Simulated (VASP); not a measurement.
# Sr (Fm-3m) in VASP: single point with LDA

Aim: the single point of Sr with LDA.

Everything below comes from runs of VASP 6.6.1. Logs are shortened: lines on timing, memory, paths and dates and some standing lists are left out, and cuts for length are marked.

### Step 1. The cell of the first run

Symmetry: Fm-3m, No. 225, cubic system. Conventional cell: a = 6.085 Å, b = 6.085 Å, c = 6.085 Å, α = 90.00°, β = 90.00°, γ = 90.00°. Sr (site symmetry m-3m) has 12 Sr at 4.30 Å within 5.6 Å.

### Step 2. Single point, LDA

The input, INCAR:

```
ALGO = Normal
EDIFF = 1E-7
ENCUT = 520
GGA = CA
ISIF = 2
ISMEAR = -1
LASPH = T
LCHARG = T
LELF = T
LREAL = F
LVHAR = T
LWAVE = F
NBANDS = 11
NELM = 100
PREC = Accurate
SIGMA = 0.08
```

The input, KPOINTS:

```
k-points
0
Gamma
  10 10 10
```

The input, POSCAR:

```
Sr
1.0
    0.0000000000      3.0423500000      3.0423500000
    3.0423500000      0.0000000000      3.0423500000
    3.0423500000      3.0423500000      0.0000000000
Sr
1
Direct
    0.0000000000      0.0000000000      0.0000000000
```

Potentials or basis: VASP PAW LDA potentials, release 64 (Sr_sv).

Started as:

```sh
cat potpaw_LDA.64/Sr_sv/POTCAR > POTCAR
mpirun -np 1 vasp_std > vasp.out
```

OUTCAR:

```text
EDIFF = 1E-7
   ENCUT = 520
   GGA = CA
   ISIF = 2
   ISMEAR = -1
   LASPH = T
   LREAL = F
   NELM = 100
   PREC = Accurate

 ion  position               nearest neighbor table
   1  0.000  0.000  0.000-

  LATTYP: Found a face centered cubic cell.
 ALAT       =     6.0847000000

  Lattice vectors:

 A1 = (   0.0000000000,   3.0423500000,   3.0423500000)
 A2 = (   3.0423500000,   0.0000000000,   3.0423500000)
 A3 = (   3.0423500000,   3.0423500000,   0.0000000000)

Analysis of symmetry for initial positions (statically):
=====================================================================
 Subroutine PRICEL returns:
 Original cell was already a primitive cell.

 Routine SETGRP: Setting up the symmetry group for a
 face centered cubic supercell.

 Subroutine GETGRP returns: Found 48 space group operations
 (whereof 48 operations were pure point group operations)
 out of a pool of 48 trial point group operations.

The static configuration has the point symmetry O_h .

Analysis of symmetry for dynamics (positions and initial velocities):
=====================================================================
 Subroutine PRICEL returns:
 Original cell was already a primitive cell.

 Routine SETGRP: Setting up the symmetry group for a
 face centered cubic supercell.

 Subroutine GETGRP returns: Found 48 space group operations
 (whereof 48 operations were pure point group operations)
 out of a pool of 48 trial point group operations.

The dynamic configuration has the point symmetry O_h .

 Subroutine INISYM returns: Found 48 space group operations
 (whereof 48 operations are pure point group operations),
 and found     1 'primitive' translations

----------------------------------------------------------------------------------------

                                     Primitive cell

  volume of cell :      56.3193

  direct lattice vectors                    reciprocal lattice vectors
     0.000000000  3.042350000  3.042350000    -0.164346640  0.164346640  0.164346640
     3.042350000  0.000000000  3.042350000     0.164346640 -0.164346640  0.164346640
     3.042350000  3.042350000  0.000000000     0.164346640  0.164346640 -0.164346640

  length of vectors
     4.302532631  4.302532631  4.302532631     0.284656730  0.284656730  0.284656730

  position of ions in fractional coordinates (direct lattice)
     0.000000000  0.000000000  0.000000000

  ion indices of the primitive-cell ions
   primitive index   ion index
                 1           1

[... 73 lines left out ...]
   EDIFFG = 0.1E-05   stopping-criterion for IOM
   NSW    =      0    number of steps for IOM
   IBRION =     -1    ionic relax: 0-MD 1-quasi-New 2-CG
   NFREE  =      0    steps in history (QN), initial steepest desc. (CG)
   ISIF   =      2    stress and relaxation
   ISYM   =      2    0-nonsym 1-usesym 2-fastsym
   POTIM  = 0.5000    time-step for ionic-motion
   TEBEG  =    0.0;   TEEND  =   0.0 temperature during run
   PSTRESS=    0.0 pullay stress
   NELECT =      10.0000    total number of electrons
   NUPDOWN=      -1.0000    fix difference up-down
   EMIN   =  10.00;   EMAX   =-10.00  energy-range for DOS
   EFERMI =   0.00;   METHOD = LEGACY
   ISMEAR =    -1;   SIGMA  =   0.08  broadening in eV -4-tet -1-fermi 0-gaus
   EFERMI_NEDOS =   21; number of points for ismear=-14 and -15
   IALGO  =     38    algorithm
   IMIX   =      4    mixing-type and parameters
     AMIX     =   0.40;   BMIX     =  1.00
     AMIX_MAG =   1.60;   BMIX_MAG =  1.00
  volume/ion in A,a.u.               =      56.32       380.06
  Fermi-wavevector in a.u.,A,eV,Ry     =   0.920144  1.738819 11.519569  0.846664
  Thomas-Fermi vector in A             =   2.045416
   LORBIT       =      0    0 simple, 1 ext, 2 COOP (PROOUT), +10 PAW based schemes
   GGA     = CA    functional components
   LHFCALC =     F    Hartree Fock is set to
   AEXX    =    0.0000 exact exchange contribution
   IVDW    =     0    specifies the selected vdW correction
   LEPSILON=     F    determine dielectric tensor
   LRPA    =     F    only Hartree local field effects (RPA)
 non-spin polarized calculation
  energy-cutoff  :      520.00
  volume of cell :       56.32
 maximum number of plane-waves:      1528
   NGX = 15   NGY = 15   NGZ = 15

 number of electron      10.0000000 magnetization

 Free energy of the ion-electron system (eV)
  ---------------------------------------------------
  ext. energy  EPLUGINS =         0.00000000
  ---------------------------------------------------
  free energy    TOTEN  =        -1.86804925 eV

  energy without entropy =       -1.83999555  energy(sigma->0) =       -1.85402240

 E-fermi :   1.3446     XC(G=0):  -7.4831

 val. band max:        1.3176304680   @ k =  -0.3000   0.5000   0.2000
 cond. band min:       1.3496289618   @ k =  -0.3000   0.4000   0.1000
 fundamental gap:      0.0319984938
 Fermi energy:         1.3445528818

 k-point     1 :       0.0000    0.0000    0.0000
  band No.  band energies     occupation
      1     -35.1669      2.00000
      2     -17.1540      2.00000
      3     -17.1540      2.00000
      4     -17.1540      2.00000
      5      -2.2845      2.00000
      6       3.5526      0.00000
      7       3.5526      0.00000
      8       3.5526      0.00000
      9       4.9660      0.00000
     10       4.9660      0.00000
     11       8.4442      0.00000
[... 309 lines left out ...]
 k-point    24 :       0.4000    0.3000    0.0000
  band No.  band energies     occupation
      1     -35.1532      2.00000
      2     -17.2949      2.00000
      3     -17.2117      2.00000
      4     -17.2060      2.00000
      5      -0.0323      2.00000
      6       1.9238      0.00143
      7       2.6325      0.00000
      8       4.6736      0.00000
      9       5.0162      0.00000
     10       5.8902      0.00000
     11       7.4701      0.00000

 [... further k-points ...]
[... 5 lines left out ...]
  --------------------------------------------------------------------------------------
  -------------------------------------------------------------------------------------
  Total       -0.5481040     -0.5481040     -0.5481040      0.0000000      0.0000000      0.0000000
  in kB      -15.5925089    -15.5925089    -15.5925089      0.0000000      0.0000000      0.0000000
  external PRESSURE =     -15.5925089 kB  Pullay stress =       0.0000000 kB

 VOLUME and BASIS-vectors are now :
 -----------------------------------------------------------------------------
  energy-cutoff  :      520.00
  volume of cell :       56.32
      direct lattice vectors                 reciprocal lattice vectors
     0.000000000  3.042350000  3.042350000    -0.164346640  0.164346640  0.164346640
     3.042350000  0.000000000  3.042350000     0.164346640 -0.164346640  0.164346640
     3.042350000  3.042350000  0.000000000     0.164346640  0.164346640 -0.164346640

 POSITION                                       TOTAL-FORCE (eV/Angst)
 -----------------------------------------------------------------------------------
      0.00000      0.00000      0.00000        -0.000000      0.000000      0.000000
 -----------------------------------------------------------------------------------
    total drift:                                0.000000      0.000000      0.000000

  FREE ENERGIE OF THE ION-ELECTRON SYSTEM (eV)
  ---------------------------------------------------
  free  energy   TOTEN  =        -1.8680492536 eV

  energy  without entropy=       -1.8399955459  energy(sigma->0) =       -1.85402240
```

stdout:

```text
POSCAR found type information on POSCAR Sr
 POSCAR found :  1 types and       1 ions
 scaLAPACK will be used
 LDA part: xc-table for (Slater(with rela. corr.)+CA(PZ))
 , standard interpolation
 POSCAR, INCAR and KPOINTS ok, starting setup
 FFT: planning ... GRIDC
 FFT: planning ... GRID_SOFT
 FFT: planning ... GRID
 WAVECAR not read
 entering main loop
```

Wall time 13 s (1 thread of AMD EPYC 9R45 (Zen 5), shared host); peak memory 0.13 GiB.

Results:

| Item | Value |
| --- | --- |
| Free energy | -1.8680 eV |
| Pressure | -1.6 GPa |
| Band gap on the k mesh | zero (band 5 reaches 1.40 eV, above the bottom of band 6 at 1.36 eV) |
